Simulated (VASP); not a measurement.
# AlNi3 (P-6m2) in VASP: single point with PBE

Aim: the single point of AlNi3 with PBE.

All numbers are computed with VASP 6.6.1; they aren't measurements. Logs are shortened: lines on timing, memory, paths and dates and some standing lists are left out, and cuts for length are marked.

## 1. The cell of the first run

Symmetry: P-6m2, No. 187, hexagonal system. The conventional cell has a = 2.620 Å, b = 2.620 Å, c = 7.847 Å, α = 90.00°, β = 90.00°, γ = 120.00°. Within 3.2 Å of Al (site symmetry -6m2) lie 6 Ni at 2.44 Å and 6 Al at 2.62 Å. Within 3.3 Å of Ni (site symmetry -6m2) lie 12 Ni at 2.51 to 2.62 Å. Within 3.2 Å of Ni (site symmetry 3m) lie 3 Al at 2.44 Å and 9 Ni at 2.51 to 2.62 Å.

## 2. Single point, PBE, collinear spin

Input file INCAR:

```
  PREC = Accurate
  ENCUT = 520
  EDIFF = 1E-6
  ISMEAR = 0
  SIGMA = 0.1
  LREAL = False
  LASPH = True
  NELM = 150
  ALGO = Fast
  ISIF = 2
  LWAVE = False
  LCHARG = True
  ISPIN = 2
  MAGMOM = 0 -0.43 0 0
  LORBIT = 11
  LMAXMIX = 4
  GGA = PE
  LELF = True
  LVHAR = True
  NBANDS = 28
```

Input file KPOINTS:

```
regular mesh
0
Gamma
  24 24 6
```

Input file POSCAR:

```
AlNi3
1.0
    2.6204992196      0.0000000000      0.0000000000
   -1.3102496098      2.2694188948      0.0000000000
    0.0000000000      0.0000000000      7.8470258161
Al Ni
1 3
Direct
    0.3333333333      0.6666666667      0.0000000000
    0.3333333333      0.6666666667      0.5000000000
    0.6666666667      0.3333333333      0.2447537539
    0.6666666667      0.3333333333      0.7552462461
```

Potentials or basis: VASP PAW PBE potentials, release 64 (Al, Ni).

Started as:

```sh
$ cat potpaw_PBE.64/Al/POTCAR potpaw_PBE.64/Ni/POTCAR > POTCAR
$ mpirun -np 1 vasp_std > vasp.out
```

OUTCAR:

```text
PREC = Accurate
   ENCUT = 520
   EDIFF = 1E-6
   ISMEAR = 0
   LREAL = False
   LASPH = True
   NELM = 150
   ISIF = 2
   ISPIN = 2
   LORBIT = 11
   GGA = PE

 ion  position               nearest neighbor table
   1  0.333  0.667  0.000-   3 2.44   4 2.44   3 2.44   4 2.44   3 2.44   4 2.44
   2  0.333  0.667  0.500-   3 2.51   4 2.51   3 2.51   4 2.51   3 2.51   4 2.51
   3  0.667  0.333  0.245-   1 2.44   1 2.44   1 2.44   2 2.51   2 2.51   2 2.51
   4  0.667  0.333  0.755-   1 2.44   1 2.44   1 2.44   2 2.51   2 2.51   2 2.51

  LATTYP: Found a hexagonal cell.
 ALAT       =     2.6204992196
 C/A-ratio  =     2.9944774482

  Lattice vectors:

 A1 = (   2.6204992196,   0.0000000000,   0.0000000000)
 A2 = (  -1.3102496098,   2.2694188948,   0.0000000000)
 A3 = (   0.0000000000,   0.0000000000,   7.8470258161)

Analysis of symmetry for initial positions (statically):
=====================================================================
 Subroutine PRICEL returns:
 Original cell was already a primitive cell.

 Routine SETGRP: Setting up the symmetry group for a
 hexagonal supercell.

 Subroutine GETGRP returns: Found 12 space group operations
 (whereof 12 operations were pure point group operations)
 out of a pool of 24 trial point group operations.

The static configuration has the point symmetry D_3h.

Analysis of symmetry for dynamics (positions and initial velocities):
=====================================================================
 Subroutine PRICEL returns:
 Original cell was already a primitive cell.

 Routine SETGRP: Setting up the symmetry group for a
 hexagonal supercell.

 Subroutine GETGRP returns: Found 12 space group operations
 (whereof 12 operations were pure point group operations)
 out of a pool of 24 trial point group operations.

The dynamic configuration has the point symmetry D_3h.

Analysis of structural, dynamic, and magnetic symmetry:
=====================================================================
 Subroutine PRICEL returns:
 Original cell was already a primitive cell.

 Routine SETGRP: Setting up the symmetry group for a
 hexagonal supercell.

 Subroutine GETGRP returns: Found 12 space group operations
 (whereof 12 operations were pure point group operations)
 out of a pool of 24 trial point group operations.

The overall configuration has the point symmetry D_3h.

 Subroutine INISYM returns: Found 12 space group operations
 (whereof 12 operations are pure point group operations),
[... 127 lines left out ...]
   AEXX    =    0.0000 exact exchange contribution
   IVDW    =     0    specifies the selected vdW correction
   LEPSILON=     F    determine dielectric tensor
   LRPA    =     F    only Hartree local field effects (RPA)
 spin polarized calculation
 RMM-DIIS sequential band-by-band and
 Gauss-broadening in eV      SIGMA  =   0.10
  energy-cutoff  :      520.00
  volume of cell :       46.67
 maximum number of plane-waves:      1293
 NGX is ok and might be reduce to    20
   NGX =  9   NGY =  9   NGZ = 29

 number of electron      32.9999985 magnetization      -0.4294517

 Free energy of the ion-electron system (eV)
  ---------------------------------------------------
  ext. energy  EPLUGINS =         0.00000000
  ---------------------------------------------------
  free energy    TOTEN  =       -20.80567001 eV

  energy without entropy =      -20.77922271  energy(sigma->0) =      -20.79244636

 E-fermi :   9.2052     XC(G=0): -12.5003

 val. band max:        9.2048700393   @ k =   0.4583   0.0417   0.1667
 cond. band min:       9.2080755047   @ k =   0.2500   0.1250   0.3333
 fundamental gap:      0.0032054653
 Fermi energy:         9.2052148816

 spin component 1

 k-point     1 :       0.0000    0.0000    0.0000
  band No.  band energies     occupation
      1      -1.6716      1.00000
      2       2.1924      1.00000
      3       2.2873      1.00000
      4       5.3287      1.00000
      5       6.8819      1.00000
      6       7.5037      1.00000
[... 733 lines left out ...]
     27      22.6458      0.00000
     28      22.7427      0.00000

 [... further k-points ...]

 spin component 2

 k-point     1 :       0.0000    0.0000    0.0000
  band No.  band energies     occupation
      1      -1.6620      1.00000
      2       2.2007      1.00000
      3       2.2946      1.00000
      4       5.2273      1.00000
      5       6.8288      1.00000
      6       7.3474      1.00000
[... 733 lines left out ...]
     27      22.6464      0.00000
     28      22.7256      0.00000

 [... further k-points ...]

------------------------ aborting loop because EDIFF is reached ----------------------------------------

  FORCE on cell =-STRESS in cart. coord.  units (eV):
  Direction    XX          YY          ZZ          XY          YZ          ZX
  --------------------------------------------------------------------------------------
  -------------------------------------------------------------------------------------
  Total        0.0573821      0.0573821      0.0132342      0.0000000     -0.0000000      0.0000000
  in kB        1.9700775      1.9700775      0.4543642      0.0000000     -0.0000000      0.0000000
  external PRESSURE =       1.4648397 kB  Pullay stress =       0.0000000 kB

 VOLUME and BASIS-vectors are now :
 -----------------------------------------------------------------------------
  energy-cutoff  :      520.00
  volume of cell :       46.67
      direct lattice vectors                 reciprocal lattice vectors
     2.620499220  0.000000000  0.000000000     0.381606677  0.220320718  0.000000000
    -1.310249610  2.269418895  0.000000000     0.000000000  0.440641436  0.000000000
     0.000000000  0.000000000  7.847025816     0.000000000  0.000000000  0.127436818

 POSITION                                       TOTAL-FORCE (eV/Angst)
 -----------------------------------------------------------------------------------
     -0.00000      1.51295      0.00000        -0.000000     -0.000000      0.000000
     -0.00000      1.51295      3.92351         0.000000     -0.000000      0.000000
      1.31025      0.75647      1.92059        -0.000000      0.000000      0.013034
      1.31025      0.75647      5.92644         0.000000      0.000000     -0.013034
 -----------------------------------------------------------------------------------
    total drift:                               -0.000001      0.000000      0.000000

  FREE ENERGIE OF THE ION-ELECTRON SYSTEM (eV)
  ---------------------------------------------------
  free  energy   TOTEN  =       -20.8056700077 eV

  energy  without entropy=      -20.7792227069  energy(sigma->0) =      -20.79244636

 total charge

# of ion       s       p       d       tot
------------------------------------------
    1        0.419   0.445   0.000   0.864
    2        0.461   0.419   8.302   9.182
    3        0.469   0.485   8.378   9.332
    4        0.469   0.485   8.378   9.332
--------------------------------------------------
tot          1.818   1.834  25.057  28.709

 magnetization (x)

# of ion       s       p       d       tot
------------------------------------------
    1       -0.000   0.002   0.000   0.002
    2        0.002   0.007  -0.349  -0.340
    3        0.001   0.005  -0.061  -0.055
    4        0.001   0.005  -0.061  -0.055
--------------------------------------------------
tot          0.002   0.019  -0.470  -0.449
```

OSZICAR:

```text
N       E                     dE             d eps       ncg     rms          rms(c)
DAV:   1     0.193294890437E+03    0.19329E+03   -0.13896E+04 27360   0.152E+03
DAV:   2    -0.134005966891E+02   -0.20670E+03   -0.19175E+03 27368   0.291E+02
DAV:   3    -0.251432145866E+02   -0.11743E+02   -0.10925E+02 30480   0.867E+01
DAV:   4    -0.253439837488E+02   -0.20077E+00   -0.20038E+00 30968   0.109E+01
[... 13 lines left out ...]
RMM:  18    -0.208056725832E+02   -0.19605E-04   -0.19724E-05 32837   0.385E-02    0.469E-02
RMM:  19    -0.208056773014E+02   -0.47182E-05   -0.59002E-06 30895   0.186E-02    0.476E-02
RMM:  20    -0.208056676853E+02    0.96161E-05   -0.40513E-06 27541   0.184E-02    0.864E-03
RMM:  21    -0.208056701650E+02   -0.24796E-05   -0.53065E-06 26904   0.188E-02    0.296E-03
RMM:  22    -0.208056700077E+02    0.15727E-06   -0.10005E-06 15885   0.606E-03
   1 F= -.20805670E+02 E0= -.20792446E+02  d E =-.264473E-01  mag=    -0.4304
```

stdout:

```text
POSCAR found type information on POSCAR AlNi
 POSCAR found :  2 types and       4 ions
 scaLAPACK will be used
 LDA part: xc-table for (Slater+PW92), standard interpolation
 POSCAR, INCAR and KPOINTS ok, starting setup
 FFT: planning ... GRIDC
 FFT: planning ... GRID_SOFT
 FFT: planning ... GRID
 WAVECAR not read
 entering main loop
WARNING in EDDRMM: call to ZHEGV failed, returncode =   8  4     26
WARNING in EDDRMM: call to ZHEGV failed, returncode =   6  3     25
WARNING in EDDRMM: call to ZHEGV failed, returncode =   8  4     27
WARNING in EDDRMM: call to ZHEGV failed, returncode =   8  4     28
WARNING in EDDRMM: call to ZHEGV failed, returncode =   8  4     25
WARNING in EDDRMM: call to ZHEGV failed, returncode =   8  4     28
WARNING in EDDRMM: call to ZHEGV failed, returncode =   6  3     27
WARNING in EDDRMM: call to ZHEGV failed, returncode =   8  4     26
WARNING in EDDRMM: call to ZHEGV failed, returncode =   6  3     28
WARNING in EDDRMM: call to ZHEGV failed, returncode =   8  4     25
```

Wall time 20 min (1 thread of Oxide Virtual Turin-like, shared host); peak memory 0.49 GiB.

Results:

* Free energy: -20.8057 eV
* Pressure: 0.1 GPa
* Largest force: 0.013 eV/Å
* Net moment: -0.43 μB per cell
* Site moments: Al +0.00; Ni -0.34, -0.06 (each value once) μB
* Valence electrons inside the program's atomic spheres: Al 0.86; Ni 9.18, 9.33 (each value once)

Forces on the atoms (eV/Å):
```
Al   0.000  0.000  0.000
Ni   0.000  0.000  0.000
Ni   0.000  0.000  0.013
Ni   0.000  0.000 -0.013
```

Levels at points of the mesh, in eV from the Fermi level:
Spin up:
| k point | band 13 | band 14 | band 15 | band 16 | band 17 | band 18 | band 19 | band 20 |
| --- | --- | --- | --- | --- | --- | --- | --- | --- |
| (0.00, 0.00, 0.00) | -1.12 | -1.12 | -0.70 | -0.70 | -0.51 | -0.19 | -0.19 | 4.14 |
| (0.50, 0.00, 0.00) | -0.34 | -0.19 | -0.11 | 0.13 | 0.42 | 0.49 | 2.00 | 3.54 |
| (0.00, 0.00, 0.50) | -1.44 | -1.14 | -1.14 | -0.68 | -0.68 | -0.20 | -0.20 | 6.33 |
| (0.50, 0.00, 0.50) | -0.36 | -0.19 | -0.12 | 0.13 | 0.51 | 0.64 | 2.33 | 3.63 |
Spin down:
```csv
k point,band 14,band 15,band 16,band 17,band 18,band 19,band 20,band 21
"(0.00, 0.00, 0.00)",-1.20,-0.86,-0.86,-0.49,-0.43,-0.43,4.08,12.52
"(0.50, 0.00, 0.00)",-0.34,-0.21,-0.21,0.17,0.45,1.96,3.52,3.95
"(0.00, 0.00, 0.50)",-1.22,-1.22,-0.83,-0.83,-0.44,-0.44,6.33,8.92
"(0.50, 0.00, 0.50)",-0.34,-0.21,-0.21,0.43,0.47,2.24,3.62,4.30
```
